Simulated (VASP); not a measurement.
# Cu2O (Pn-3m) in VASP: a series of runs

Cu2O is run at these levels: r2SCAN; tasks: single point.

Everything below comes from runs of VASP 6.6.1. Logs are shortened: lines on timing, memory, paths and dates and some standing lists are left out, and cuts for length are marked.

**1. The cell of the first run**

The structure is cubic, space group Pn-3m (No. 224). Conventional cell: a = 4.246 Å, b = 4.246 Å, c = 4.246 Å, α = 90.00°, β = 90.00°, γ = 90.00°. Cu (site symmetry -3m) has 2 O at 1.84 Å within 2.4 Å. Within 2.4 Å of O (site symmetry -43m) lie 4 Cu at 1.84 Å.

**2. Single point, r2SCAN**

Contents of POSCAR:

```
Cu2O
1.0
    4.2459160070      0.0000000000      0.0000000000
    0.0000000000      4.2459160070      0.0000000000
    0.0000000000      0.0000000000      4.2459160070
Cu O
4 2
Direct
    0.2500000000      0.2500000000      0.7500000000
    0.7500000000      0.2500000000      0.2500000000
    0.2500000000      0.7500000000      0.2500000000
    0.7500000000      0.7500000000      0.7500000000
    0.5000000000      0.5000000000      0.5000000000
    0.0000000000      0.0000000000      0.0000000000
```

Contents of INCAR.step1:

```
SYSTEM = Cu2O
  ALGO = Normal
  EDIFF = 1E-5
  ENCUT = 660
  GGA = PE
  GGA_COMPAT = .FALSE.
  ISMEAR = 0
  LASPH = .TRUE.
  LCHARG = .FALSE.
  LREAL = .FALSE.
  LWAVE = .TRUE.
  NBANDS = 37
  NELM = 120
  PREC = Accurate
  SIGMA = 0.02
```

Contents of INCAR.step2:

```
SYSTEM = Cu2O
  ALGO = Normal
  EDIFF = 1E-6
  ENCUT = 660
  GGA_COMPAT = .FALSE.
  ISIF = 2
  ISMEAR = 0
  ISTART = 1
  LASPH = .TRUE.
  LCHARG = .TRUE.
  LELF = .TRUE.
  LMIXTAU = .TRUE.
  LREAL = .FALSE.
  LVHAR = .TRUE.
  LWAVE = .FALSE.
  METAGGA = R2SCAN
  NBANDS = 37
  NELM = 120
  PREC = Accurate
  SIGMA = 0.02
```

Contents of KPOINTS:

```
k-points
0
G
  6 6 6
  0 0 0
```

Potentials or basis: VASP PAW PBE potentials, release 64 (Cu, O).

Launch:

```bash
$ cat potpaw_PBE.64/Cu/POTCAR potpaw_PBE.64/O/POTCAR > POTCAR
$ cp INCAR.step1 INCAR
$ mpirun -np 1 vasp_std > vasp.out
$ cp INCAR.step2 INCAR
$ mpirun -np 1 vasp_std > vasp.out
```

OUTCAR:

```text
SYSTEM = Cu2O
   EDIFF = 1E-6
   ENCUT = 660
   ISIF = 2
   ISMEAR = 0
   ISTART = 1
   LASPH = .TRUE.
   LREAL = .FALSE.
   METAGGA = R2SCAN
   NELM = 120
   PREC = Accurate

 ion  position               nearest neighbor table
   1  0.250  0.250  0.750-   5 1.84   6 1.84
   2  0.750  0.250  0.250-   5 1.84   6 1.84
   3  0.250  0.750  0.250-   5 1.84   6 1.84
   4  0.750  0.750  0.750-   5 1.84   6 1.84
   5  0.500  0.500  0.500-   1 1.84   2 1.84   3 1.84   4 1.84
   6  0.000  0.000  0.000-   1 1.84   2 1.84   3 1.84   4 1.84

  LATTYP: Found a simple cubic cell.
 ALAT       =     4.2459160070

  Lattice vectors:

 A1 = (   4.2459160070,   0.0000000000,   0.0000000000)
 A2 = (   0.0000000000,   4.2459160070,   0.0000000000)
 A3 = (   0.0000000000,   0.0000000000,   4.2459160070)

Analysis of symmetry for initial positions (statically):
=====================================================================
 Subroutine PRICEL returns:
 Original cell was already a primitive cell.

 Routine SETGRP: Setting up the symmetry group for a
 simple cubic supercell.

 Subroutine GETGRP returns: Found 48 space group operations
 (whereof 24 operations were pure point group operations)
 out of a pool of 48 trial point group operations.

The static configuration has the point symmetry T_d .
 The point group associated with its full space group is O_h .

Analysis of symmetry for dynamics (positions and initial velocities):
=====================================================================
 Subroutine PRICEL returns:
 Original cell was already a primitive cell.

 Routine SETGRP: Setting up the symmetry group for a
 simple cubic supercell.

 Subroutine GETGRP returns: Found 48 space group operations
 (whereof 24 operations were pure point group operations)
 out of a pool of 48 trial point group operations.

The dynamic configuration has the point symmetry T_d .
 The point group associated with its full space group is O_h .

 Subroutine INISYM returns: Found 48 space group operations
 (whereof 24 operations are pure point group operations),
 and found     1 'primitive' translations

----------------------------------------------------------------------------------------

                                     Primitive cell

  volume of cell :      76.5445

  direct lattice vectors                    reciprocal lattice vectors
     4.245916007  0.000000000  0.000000000     0.235520439  0.000000000  0.000000000
     0.000000000  4.245916007  0.000000000     0.000000000  0.235520439  0.000000000
     0.000000000  0.000000000  4.245916007     0.000000000  0.000000000  0.235520439

  length of vectors
     4.245916007  4.245916007  4.245916007     0.235520439  0.235520439  0.235520439

  position of ions in fractional coordinates (direct lattice)
     0.250000000  0.250000000  0.750000000
     0.750000000  0.250000000  0.250000000
     0.250000000  0.750000000  0.250000000
     0.750000000  0.750000000  0.750000000
     0.500000000  0.500000000  0.500000000
     0.000000000  0.000000000  0.000000000

  ion indices of the primitive-cell ions
   primitive index   ion index
                 1           1
                 2           2
                 3           3
                 4           4
                 5           5
                 6           6

----------------------------------------------------------------------------------------

 KPOINTS: k-points

Automatic generation of k-mesh.
 Grid dimensions read from file:
 generate k-points for:    6    6    6

 Generating k-lattice:

  Cartesian coordinates                     Fractional coordinates (reciprocal lattice)
     0.039253406  0.000000000  0.000000000     0.166666667  0.000000000  0.000000000
     0.000000000  0.039253406  0.000000000     0.000000000  0.166666667  0.000000000
     0.000000000  0.000000000  0.039253406     0.000000000  0.000000000  0.166666667

  Length of vectors
     0.039253406  0.039253406  0.039253406

  Shift w.r.t. Gamma in fractional coordinates (k-lattice)
     0.000000000  0.000000000  0.000000000

 Subroutine IBZKPT returns following result:
 ===========================================

 Found     20 irreducible k-points:

 Following reciprocal coordinates:
            Coordinates               Weight
  0.000000  0.000000  0.000000      1.000000
  0.166667  0.000000  0.000000      6.000000
  0.333333  0.000000  0.000000      6.000000
  0.500000  0.000000  0.000000      3.000000
  0.166667  0.166667  0.000000     12.000000
  0.333333  0.166667  0.000000     24.000000
[... 12 lines left out ...]
  0.500000  0.500000  0.333333      6.000000
  0.500000  0.500000  0.500000      1.000000
   k-points           NKPTS =     20   k-points in BZ     NKDIM =     20   number of bands    NBANDS=     37
   number of dos      NEDOS =    301   number of ions     NIONS =      6
   total plane-waves  NPLWV =  46656
   dimension x,y,z NGX =    36 NGY =   36 NGZ =   36
   dimension x,y,z NGXF=    72 NGYF=   72 NGZF=   72
   ions per type =               4   2
   NGX,Y,Z   is equivalent  to a cutoff of  14.10, 14.10, 14.10 a.u.
   NGXF,Y,Z  is equivalent  to a cutoff of  28.19, 28.19, 28.19 a.u.
 SYSTEM =  Cu2O
   PREC   = accura    normal or accurate (medium, high low for compatibility)
   ISTART =      1    job   : 0-new  1-cont  2-samecut
   ICHARG =      0    charge: 1-file 2-atom 10-const
   ISPIN  =      1    spin polarized calculation?
   LNONCOLLINEAR =      F non collinear calculations
   LSORBIT =      F    spin-orbit coupling
   LASPH  =      T    aspherical Exc in radial PAW
   ENCUT  =  660.0 eV  48.51 Ry    6.96 a.u.   8.89  8.89  8.89*2*pi/ulx,y,z
   NELM   =    120;   NELMIN=  2; NELMDL=  0     # of ELM steps
   EDIFF  = 0.1E-05   stopping-criterion for ELM
   LREAL  =      F    real-space projection
   EDIFFG = 0.1E-04   stopping-criterion for IOM
   NSW    =      0    number of steps for IOM
   IBRION =     -1    ionic relax: 0-MD 1-quasi-New 2-CG
   NFREE  =      0    steps in history (QN), initial steepest desc. (CG)
   ISIF   =      2    stress and relaxation
   ISYM   =      2    0-nonsym 1-usesym 2-fastsym
   POTIM  = 0.5000    time-step for ionic-motion
   TEBEG  =    0.0;   TEEND  =   0.0 temperature during run
   PSTRESS=    0.0 pullay stress
   NELECT =      56.0000    total number of electrons
   NUPDOWN=      -1.0000    fix difference up-down
   EMIN   =  10.00;   EMAX   =-10.00  energy-range for DOS
   EFERMI =   0.00;   METHOD = LEGACY
   ISMEAR =     0;   SIGMA  =   0.02  broadening in eV -4-tet -1-fermi 0-gaus
   EFERMI_NEDOS =   21; number of points for ismear=-14 and -15
   IALGO  =     38    algorithm
   IMIX   =      4    mixing-type and parameters
     AMIX     =   0.40;   BMIX     =  1.00
     AMIX_MAG =   1.60;   BMIX_MAG =  1.00
  volume/ion in A,a.u.               =      12.76        86.09
  Fermi-wavevector in a.u.,A,eV,Ry     =   1.475138  2.787607 29.606731  2.176033
  Thomas-Fermi vector in A             =   2.589824
   LORBIT       =      0    0 simple, 1 ext, 2 COOP (PROOUT), +10 PAW based schemes
   METAGGA = R2SCAN    functional components
   LHFCALC =     F    Hartree Fock is set to
   AEXX    =    0.0000 exact exchange contribution
   IVDW    =     0    specifies the selected vdW correction
   LEPSILON=     F    determine dielectric tensor
   LRPA    =     F    only Hartree local field effects (RPA)
 non-spin polarized calculation
 Gauss-broadening in eV      SIGMA  =   0.02
  energy-cutoff  :      660.00
  volume of cell :       76.54
 maximum number of plane-waves:      3016
 NGX is ok and might be reduce to    36
   NGX = 17   NGY = 17   NGZ = 17

 number of electron      55.9999991 magnetization

 Free energy of the ion-electron system (eV)
  ---------------------------------------------------
  ext. energy  EPLUGINS =         0.00000000
  ---------------------------------------------------
  free energy    TOTEN  =       -58.22004043 eV

  energy without entropy =      -58.22004043  energy(sigma->0) =      -58.22004043

 E-fermi :   4.7950     XC(G=0): -11.6941

 val. band max:        4.7061621191   @ k =   0.0000   0.0000   0.0000
 cond. band min:       5.4951564349   @ k =   0.0000   0.0000   0.0000
 fundamental gap:      0.7889943158
 Fermi energy:         4.7950494814

 k-point     1 :       0.0000    0.0000    0.0000
  band No.  band energies     occupation
      1     -16.6787      2.00000
      2     -15.9548      2.00000
      3      -2.8362      2.00000
      4      -2.8362      2.00000
      5      -2.8362      2.00000
      6      -0.3688      2.00000
[... 29 lines left out ...]
     36      14.4850      0.00000
     37      14.4850      0.00000

 k-point     2 :       0.1667    0.0000    0.0000
  band No.  band energies     occupation
      1     -16.6296      2.00000
      2     -16.0023      2.00000
      3      -2.7635      2.00000
      4      -2.7310      2.00000
      5      -2.7310      2.00000
      6      -0.9126      2.00000
[... 29 lines left out ...]
     36      13.8962      0.00000
     37      13.8962      0.00000

 k-point     3 :       0.3333    0.0000    0.0000
  band No.  band energies     occupation
      1     -16.4957      2.00000
      2     -16.1331      2.00000
      3      -2.5361      2.00000
      4      -2.4468      2.00000
      5      -2.4468      2.00000
      6      -1.5746      2.00000
[... 29 lines left out ...]
     36      13.1215      0.00000
     37      13.1215      0.00000

 k-point     4 :       0.5000    0.0000    0.0000
  band No.  band energies     occupation
      1     -16.3136      2.00000
      2     -16.3136      2.00000
      3      -2.1994      2.00000
      4      -2.1994      2.00000
      5      -2.1379      2.00000
      6      -2.1379      2.00000
[... 29 lines left out ...]
     36      12.8284      0.00000
     37      14.5612      0.00000
[... 523 lines left out ...]
      1     -16.4610      2.00000
      2     -16.1023      2.00000
      3      -2.8021      2.00000
      4      -2.6573      2.00000
      5      -2.6005      2.00000
      6      -1.3149      2.00000
[... 29 lines left out ...]
     36      14.4224      0.00000
     37      17.2384      0.00000

 k-point    19 :       0.5000    0.5000    0.3333
  band No.  band energies     occupation
      1     -16.4835      2.00000
      2     -16.0685      2.00000
      3      -2.7811      2.00000
      4      -2.7811      2.00000
      5      -2.5761      2.00000
      6      -1.2987      2.00000
[... 29 lines left out ...]
     36      13.7887      0.00000
     37      18.4167      0.00000

 k-point    20 :       0.5000    0.5000    0.5000
  band No.  band energies     occupation
      1     -16.5103      2.00000
      2     -16.0301      2.00000
      3      -2.7279      2.00000
      4      -2.7279      2.00000
      5      -2.7279      2.00000
      6      -1.2435      2.00000
[... 29 lines left out ...]
     36      13.0905      0.00000
     37      19.3360      0.00000

------------------------ aborting loop because EDIFF is reached ----------------------------------------

  FORCE on cell =-STRESS in cart. coord.  units (eV):
  Direction    XX          YY          ZZ          XY          YZ          ZX
  --------------------------------------------------------------------------------------
  -------------------------------------------------------------------------------------
  Total        0.3884811      0.3884811      0.3884811     -0.0000000      0.0000000      0.0000000
  in kB        8.1314182      8.1314182      8.1314182     -0.0000000      0.0000000      0.0000000
  external PRESSURE =       8.1314182 kB  Pullay stress =       0.0000000 kB

 VOLUME and BASIS-vectors are now :
 -----------------------------------------------------------------------------
  energy-cutoff  :      660.00
  volume of cell :       76.54
      direct lattice vectors                 reciprocal lattice vectors
     4.245916007  0.000000000  0.000000000     0.235520439  0.000000000  0.000000000
     0.000000000  4.245916007  0.000000000     0.000000000  0.235520439  0.000000000
     0.000000000  0.000000000  4.245916007     0.000000000  0.000000000  0.235520439

 POSITION                                       TOTAL-FORCE (eV/Angst)
 -----------------------------------------------------------------------------------
      1.06148      1.06148      3.18444        -0.000000      0.000000     -0.000000
      3.18444      1.06148      1.06148        -0.000000     -0.000000     -0.000000
      1.06148      3.18444      1.06148         0.000000      0.000000     -0.000000
      3.18444      3.18444      3.18444         0.000000     -0.000000      0.000000
      2.12296      2.12296      2.12296         0.000000      0.000000      0.000000
      0.00000      0.00000      0.00000         0.000000     -0.000000      0.000000
 -----------------------------------------------------------------------------------
    total drift:                                0.000000     -0.000000      0.000000

  FREE ENERGIE OF THE ION-ELECTRON SYSTEM (eV)
  ---------------------------------------------------
  free  energy   TOTEN  =       -58.2200404271 eV

  energy  without entropy=      -58.2200404271  energy(sigma->0) =      -58.22004043
```

Wall time 2.6 min (1 thread of Intel Xeon Platinum 8375C at 2.90GHz (Ice Lake), shared host); peak memory 0.25 GiB.

What came out:

```yaml
Free_energy: -58.2200 eV
Pressure: 0.8 GPa
Band_gap_on_the_k_mesh: 0.79 eV
```

Caveat: semilocal functionals underestimate gaps, and a narrow one can read as zero; the PAW data sets were made with another functional, which shifts forces and pressure a little. A k mesh can miss the band edges.

**3. Single point, r2SCAN**

POSCAR is that of step 2.

Contents of INCAR.step1:

```
PREC     = Accurate       # precision mode
ENCUT    = 660            # plane-wave cutoff, eV
ISMEAR   = 0              # smearing method
SIGMA    = 0.02           # smearing width, eV
LREAL    = False          # projectors in reciprocal space
LASPH    = True           # aspherical terms in the spheres
NELM     = 120            # most SCF steps
NBANDS   = 37             # bands
GGA      = PE             # functional
ALGO     = Normal         # electronic algorithm
EDIFF    = 1E-5           # SCF threshold, eV
LWAVE    = True           # write WAVECAR
LCHARG   = False          # write CHGCAR
GGA_COMPAT= False
```

Contents of INCAR.step2:

```
PREC     = Accurate       # precision mode
ENCUT    = 660            # plane-wave cutoff, eV
EDIFF    = 1E-6           # SCF threshold, eV
ISMEAR   = 0              # smearing method
SIGMA    = 0.02           # smearing width, eV
LREAL    = False          # projectors in reciprocal space
LASPH    = True           # aspherical terms in the spheres
NELM     = 120            # most SCF steps
ALGO     = Normal         # electronic algorithm
ISIF     = 2              # what is computed and relaxed
LWAVE    = False          # write WAVECAR
LCHARG   = False          # write CHGCAR
METAGGA  = R2SCAN         # meta-GGA
LMIXTAU  = True         
NBANDS   = 37             # bands
ISTART   = 1            
GGA_COMPAT= False
```

Contents of KPOINTS:

```
Automatic mesh
0
Gamma
  6 6 6
```

Potentials or basis: VASP PAW PBE potentials, release 64 (Cu, O).

Launch:

```bash
$ cat potpaw_PBE.64/Cu/POTCAR potpaw_PBE.64/O/POTCAR > POTCAR
$ cp INCAR.step1 INCAR
$ mpirun -np 1 vasp_std > vasp.out
$ cp INCAR.step2 INCAR
$ mpirun -np 1 vasp_std > vasp.out
```

Wall time 2.6 min (1 thread of Intel Xeon Platinum 8375C at 2.90GHz (Ice Lake), shared host); peak memory 0.25 GiB.

The run converged. Its results:

| Property | Result |
| --- | --- |
| Free energy | -58.2200 eV |
| Pressure | 0.8 GPa |
| Band gap on the k mesh | 0.79 eV |

Levels at points of the mesh, in eV from the valence-band top:
```
           k point  band 25  band 26  band 27  band 28  band 29  band 30  band 31  band 32
(0.00, 0.00, 0.00)    -1.67     0.00     0.00     0.00     0.79     1.48     1.48     8.53
(0.50, 0.00, 0.00)    -1.30    -1.30    -0.38    -0.38     2.55     2.55     4.53     4.53
(0.50, 0.50, 0.00)    -1.31    -1.31    -0.66    -0.66     2.21     2.21     4.18     4.18
(0.50, 0.50, 0.50)    -0.94    -0.60    -0.60    -0.60     2.73     2.73     2.73     5.30
```

Caveat: semilocal functionals underestimate gaps, and a narrow one can read as zero; the PAW data sets were made with another functional, which shifts forces and pressure a little. A k mesh can miss the band edges.
